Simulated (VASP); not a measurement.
# Si16HC16 (a cell with a defect) in VASP: further runs

Runs on Si16HC16 (a cell with a defect). Level: r2SCAN. Tasks: single point.

All numbers are computed with VASP 6.6.1; they aren't measurements. Logs are shortened: lines on timing, memory, paths and dates and some standing lists are left out, and cuts for length are marked.

**1. The cell of the first run**

The cell holds a defect, 33 atoms: a = 6.188 Å, b = 6.188 Å, c = 10.129 Å, α = 90.00°, β = 90.00°, γ = 120.00°.

**2. Single point, r2SCAN**

Contents of POSCAR:

```
Si16HC16
1.0
    6.1882622200      0.0000000600      0.0000000000
   -3.0941311600      5.3591922600      0.0000000000
    0.0000000000      0.0000000000     10.1293014700
Si C H
16 16 1
Direct
    0.3324690400      0.1675802800      0.9395289400
    0.1663047200      0.3331076700      0.4371394600
    0.0016099100     -0.0030485100      0.6867805000
   -0.0013949100      0.0008185600      0.1891637400
    0.3242611000      0.6669655400      0.9515610500
    0.1677658600      0.8355764300      0.4383953000
    0.0004747800      0.4923278100      0.6890953200
   -0.0023504400      0.5009118800      0.1909432500
    0.8324299700      0.1637821200      0.9405172000
    0.6703245700      0.3352311800      0.4372037000
    0.5068781300      0.0095685200      0.6851285800
    0.4987075800      0.0022407700      0.1905437300
    0.8320265600      0.6660021200      0.9406000600
    0.6687670200      0.8367525400      0.4372709700
    0.5071448600      0.4835826500      0.6785730700
    0.4984733000      0.5017462200      0.1901917900
    0.3344037400      0.1639768400      0.7511689700
    0.1640255500      0.3350755100      0.2509594500
    0.0014402700      0.0004519200      0.5014116900
   -0.0008413100     -0.0002292100      0.0018919400
    0.3474126000      0.6759043600      0.7519981600
    0.1644853600      0.8352906100      0.2517535300
    0.0056937700      0.5022983800      0.5036366100
   -0.0079035500      0.4966069800      0.0036891100
    0.8372242700      0.1627565200      0.7526248000
    0.6649345700      0.3361749800      0.2515095100
    0.5027844500      0.0024150700      0.5008897300
    0.4986764200      0.0029228900      0.0030703000
    0.8378977200      0.6622989200      0.7510645500
    0.6648289900      0.8362073200      0.2509553500
    0.5021594600      0.5006067600      0.4978062500
    0.4965062800      0.5014963000      0.0021702700
    0.5236523700      0.7056317000      0.8014265900
```

Contents of INCAR.step1:

```
PREC     = Accurate       # precision mode
ENCUT    = 580            # plane-wave cutoff, eV
ISMEAR   = -1             # smearing method
SIGMA    = 0.01           # smearing width, eV
LREAL    = Auto         
LASPH    = T              # aspherical terms in the spheres
NELM     = 120            # most SCF steps
NELECT   = 128.0        
NBANDS   = 86             # bands
GGA      = PE             # functional
ALGO     = Normal         # electronic algorithm
EDIFF    = 1E-5           # SCF threshold, eV
LWAVE    = T              # write WAVECAR
LCHARG   = F              # write CHGCAR
GGA_COMPAT= F
```

Contents of INCAR.step2:

```
PREC     = Accurate       # precision mode
ENCUT    = 580            # plane-wave cutoff, eV
EDIFF    = 1E-6           # SCF threshold, eV
ISMEAR   = -1             # smearing method
SIGMA    = 0.01           # smearing width, eV
LREAL    = Auto         
LASPH    = T              # aspherical terms in the spheres
NELM     = 120            # most SCF steps
ALGO     = Normal         # electronic algorithm
ISIF     = 2              # what is computed and relaxed
LWAVE    = F              # write WAVECAR
LCHARG   = F              # write CHGCAR
METAGGA  = R2SCAN         # meta-GGA
LMIXTAU  = T            
NELECT   = 128.0        
NBANDS   = 86             # bands
ISTART   = 1            
GGA_COMPAT= F
```

Contents of KPOINTS:

```
Automatic mesh
0
Gamma
  1 1 1
  0.25 0.25 0.25
```

Potentials or basis: VASP PAW PBE potentials, release 64 (Si, C, H).

Command:

```console
$ cat potpaw_PBE.64/Si/POTCAR potpaw_PBE.64/C/POTCAR potpaw_PBE.64/H/POTCAR > POTCAR
$ cp INCAR.step1 INCAR
$ mpirun -np 1 vasp_std > vasp.out
$ cp INCAR.step2 INCAR
$ mpirun -np 1 vasp_std > vasp.out
```

OUTCAR:

```text
PREC = Accurate
   ENCUT = 580
   EDIFF = 1E-6
   ISMEAR = -1
   LREAL = Auto
   LASPH = T
   NELM = 120
   ISIF = 2
   METAGGA = R2SCAN
   NELECT = 128.0
   ISTART = 1

 ion  position               nearest neighbor table
   1  0.332  0.168  0.940-  28 1.89  20 1.89  32 1.90  17 1.91   5 3.08   9 3.08  13 3.09   4 3.10
                            13 3.10  12 3.10   9 3.11  16 3.11   3 3.11   5 3.12  11 3.13  15 3.14
   2  0.166  0.333  0.437-  18 1.89  23 1.89  19 1.90  31 1.90  15 3.05  16 3.07  14 3.08  10 3.08
                             8 3.08   4 3.08   6 3.08   7 3.09   3 3.10   6 3.10  10 3.11  14 3.11
   3  0.002  0.997  0.687-  19 1.88  25 1.89  17 1.90  29 1.91   6 3.07   7 3.07  15 3.07  11 3.09
                            14 3.09  11 3.10   2 3.10   1 3.11   7 3.12  15 3.12  13 3.12   9 3.14
   4  0.999  0.001  0.189-  22 1.89  30 1.90  20 1.90  18 1.90  14 3.07   9 3.07   2 3.08  12 3.09
                             8 3.09  16 3.09  13 3.09   6 3.10  16 3.10   1 3.10   8 3.10  12 3.10
   5  0.324  0.667  0.952-  24 1.86  28 1.87  32 1.88  33 1.90  21 2.03   8 2.99  12 3.01  16 3.03
                            13 3.05   1 3.08   9 3.08   9 3.11   1 3.12  13 3.15
   6  0.168  0.836  0.438-  19 1.89  22 1.89  27 1.90  23 1.90   3 3.07  12 3.07   8 3.08   2 3.08
                            10 3.09  11 3.09  14 3.09   4 3.10  14 3.10  10 3.10   2 3.10   7 3.14
   7  0.000  0.492  0.689-  23 1.88  25 1.88  29 1.89  21 1.97  11 3.02  15 3.03   3 3.07   2 3.09
                             9 3.10  10 3.11   3 3.12   6 3.14  13 3.14
   8  0.998  0.501  0.191-  18 1.88  26 1.89  22 1.89  24 1.90   5 2.99  10 3.05   2 3.08   6 3.08
                            12 3.09   4 3.09  16 3.09  13 3.09  16 3.10   4 3.10  12 3.10   9 3.11
   9  0.832  0.164  0.941-  20 1.88  24 1.90  28 1.90  25 1.90   4 3.07  13 3.08   5 3.08   1 3.08
                             7 3.10  12 3.10   1 3.11  13 3.11   5 3.11   8 3.11  11 3.12   3 3.14
  10  0.670  0.335  0.437-  26 1.88  31 1.89  27 1.90  23 1.92  15 2.96   8 3.05  11 3.06  12 3.07
                             2 3.08  14 3.08   6 3.09  16 3.09   6 3.10   7 3.11  14 3.11   2 3.11
  11  0.507  0.010  0.685-  27 1.87  17 1.88  25 1.90  21 1.91  15 2.93   7 3.02  10 3.06  14 3.09
                             3 3.09   6 3.09   3 3.10   9 3.12   1 3.13
  12  0.499  0.002  0.191-  30 1.88  26 1.89  22 1.90  28 1.90   5 3.01  10 3.07   6 3.07  14 3.08
                             8 3.09   4 3.09  16 3.09  16 3.10   4 3.10   9 3.10   8 3.10   1 3.10
  13  0.832  0.666  0.941-  24 1.88  20 1.89  32 1.90  29 1.92   5 3.05   9 3.08   1 3.09   4 3.09
                             8 3.09  16 3.10   1 3.10   9 3.11   3 3.12   7 3.14   5 3.15
  14  0.669  0.837  0.437-  30 1.89  27 1.89  19 1.90  31 1.90   4 3.07   2 3.08  12 3.08  10 3.08
                            16 3.08  11 3.09   6 3.09  15 3.09   3 3.09   6 3.10  10 3.11   2 3.11
  15  0.507  0.484  0.679-  33 1.82  31 1.84  17 1.87  29 1.92  21 2.03  11 2.93  10 2.96   7 3.03
                             2 3.05   3 3.07  14 3.09   3 3.12   1 3.14
  16  0.498  0.502  0.190-  26 1.88  18 1.90  30 1.90  32 1.90   5 3.03   2 3.07  14 3.08  10 3.09
                             8 3.09   4 3.09  12 3.09  13 3.10  12 3.10   4 3.10   8 3.10   1 3.11
  17  0.334  0.164  0.751-  15 1.87  11 1.88   3 1.90   1 1.91
  18  0.164  0.335  0.251-   8 1.88   2 1.89  16 1.90   4 1.90
  19  0.001  0.000  0.501-   3 1.88   6 1.89  14 1.90   2 1.90
  20  0.999  1.000  0.002-   9 1.88  13 1.89   1 1.89   4 1.90
  21  0.347  0.676  0.752-  33 1.13  11 1.91   7 1.97   5 2.03  15 2.03
[... 215 lines left out ...]
  Thomas-Fermi vector in A             =   2.323013
   LORBIT       =      0    0 simple, 1 ext, 2 COOP (PROOUT), +10 PAW based schemes
   METAGGA = R2SCAN    functional components
   LHFCALC =     F    Hartree Fock is set to
   AEXX    =    0.0000 exact exchange contribution
   IVDW    =     0    specifies the selected vdW correction
   LEPSILON=     F    determine dielectric tensor
   LRPA    =     F    only Hartree local field effects (RPA)
 non-spin polarized calculation
  energy-cutoff  :      580.00
  volume of cell :      335.93
 maximum number of plane-waves:     10665
 NGX is ok and might be reduce to    50
   NGX = 25   NGY = 25   NGZ = 39

 number of electron     127.9999999 magnetization

 Free energy of the ion-electron system (eV)
  ---------------------------------------------------
  ext. energy  EPLUGINS =         0.00000000
  ---------------------------------------------------
  free energy    TOTEN  =      -325.77551754 eV

  energy without entropy =     -325.77551754  energy(sigma->0) =     -325.77551754

 E-fermi :   7.4671     XC(G=0): -11.8877

 val. band max:        7.2366253236   @ k =  -0.2500  -0.2500   0.2500
 cond. band min:      11.2279267072   @ k =   0.2500   0.5000   0.2500
 fundamental gap:      3.9913013835
 Fermi energy:         7.4670843175

 k-point     1 :       0.2500    0.2500    0.2500
  band No.  band energies     occupation
      1      -7.8990      2.00000
      2      -6.9876      2.00000
      3      -6.6151      2.00000
      4      -6.3485      2.00000
      5      -5.9105      2.00000
      6      -5.7489      2.00000
[... 463 lines left out ...]
     75      13.8743      0.00000
     76      14.0363      0.00000
 [bands above 76 left out]

------------------------ aborting loop because EDIFF is reached ----------------------------------------

  FORCE on cell =-STRESS in cart. coord.  units (eV):
  Direction    XX          YY          ZZ          XY          YZ          ZX
  --------------------------------------------------------------------------------------
  -------------------------------------------------------------------------------------
  Total      -24.6227859    -22.9181664     -8.9566760     -2.3622705     -0.3025321     -2.4022159
  in kB     -117.4357231   -109.3057240    -42.7179005    -11.2665945     -1.4428941    -11.4571099
  external PRESSURE =     -89.8197826 kB  Pullay stress =       0.0000000 kB

 VOLUME and BASIS-vectors are now :
 -----------------------------------------------------------------------------
  energy-cutoff  :      580.00
  volume of cell :      335.93
      direct lattice vectors                 reciprocal lattice vectors
     6.188262220  0.000000060  0.000000000     0.161596254  0.093297643  0.000000000
    -3.094131160  5.359192260  0.000000000    -0.000000002  0.186595283  0.000000000
     0.000000000  0.000000000 10.129301470     0.000000000  0.000000000  0.098723491

 POSITION                                       TOTAL-FORCE (eV/Angst)
 -----------------------------------------------------------------------------------
      1.53889      0.89809      9.51677        -0.102565      0.065130      0.001899
     -0.00154      1.78519      4.42792         0.099844     -0.048526     -0.000725
     -3.07474      5.34285      6.95661         0.091728     -0.016590     -0.026984
      6.17710      0.00439      1.91610        -0.080614      0.073258      0.002087
     -0.05707      3.57440      9.63865        -0.105772      0.056990      0.004229
     -1.54720      4.47801      4.44064         0.110956     -0.037673     -0.008223
[... 25 lines left out ...]
      1.52082      2.68762      0.02198         0.103066     -0.059687      0.026838
      1.05718      3.78162      8.11789        -0.130255     -0.031190     -0.155020
 -----------------------------------------------------------------------------------
    total drift:                                0.012615     -0.014840      0.037003

  FREE ENERGIE OF THE ION-ELECTRON SYSTEM (eV)
  ---------------------------------------------------
  free  energy   TOTEN  =      -325.7755175390 eV

  energy  without entropy=     -325.7755175390  energy(sigma->0) =     -325.77551754
```

Run time: 14 min. Hardware: 1 thread of Intel Xeon Platinum 8559C (Emerald Rapids), shared host; peak memory 0.57 GiB.

Results:

```
Free energy   : -325.7755 eV
Largest force : 0.228 eV/Å
```

Forces on the atoms (eV/Å):
```
Si  -0.103  0.065  0.002
Si   0.100 -0.049 -0.001
Si   0.092 -0.017 -0.027
Si  -0.081  0.073  0.002
Si  -0.106  0.057  0.004
Si   0.111 -0.038 -0.008
Si   0.136 -0.027 -0.021
Si  -0.100  0.049  0.013
Si  -0.129  0.068  0.003
Si   0.089 -0.042 -0.022
Si   0.085 -0.012 -0.054
Si  -0.095  0.079 -0.009
Si  -0.075  0.044 -0.010
Si   0.100 -0.060 -0.011
Si   0.005  0.025  0.092
Si  -0.076  0.055 -0.012
C   -0.143  0.128 -0.009
C    0.167 -0.098  0.011
C   -0.085  0.044  0.049
C    0.091 -0.072  0.000
C   -0.100 -0.107 -0.023
C    0.166 -0.097 -0.008
C   -0.076 -0.008  0.023
C    0.127 -0.003 -0.021
C   -0.147  0.165 -0.056
C    0.182 -0.082  0.010
C   -0.097  0.031  0.031
C    0.045 -0.124  0.014
C   -0.146  0.115  0.061
C    0.167 -0.100  0.011
C   -0.077  0.025  0.092
C    0.103 -0.060  0.027
H   -0.130 -0.031 -0.155
```

Levels at points of the mesh, in eV from the Fermi level:
```csv
k point,band 61,band 62,band 63,band 64,band 65,band 66,band 67,band 68
"(0.25, 0.25, 0.25)",-0.83,-0.77,-0.57,-0.23,3.76,4.50,4.61,4.87
```

Caveat: the k points lie up to 0.59 Å⁻¹ apart; the cell carries a net charge on a neutralising background, which shifts energy and pressure; the cell is charged against a uniform background, so pressure and absolute levels hang on convention; the PAW data sets were made with another functional, which shifts forces and pressure a little.

[end of part 1 of 2]
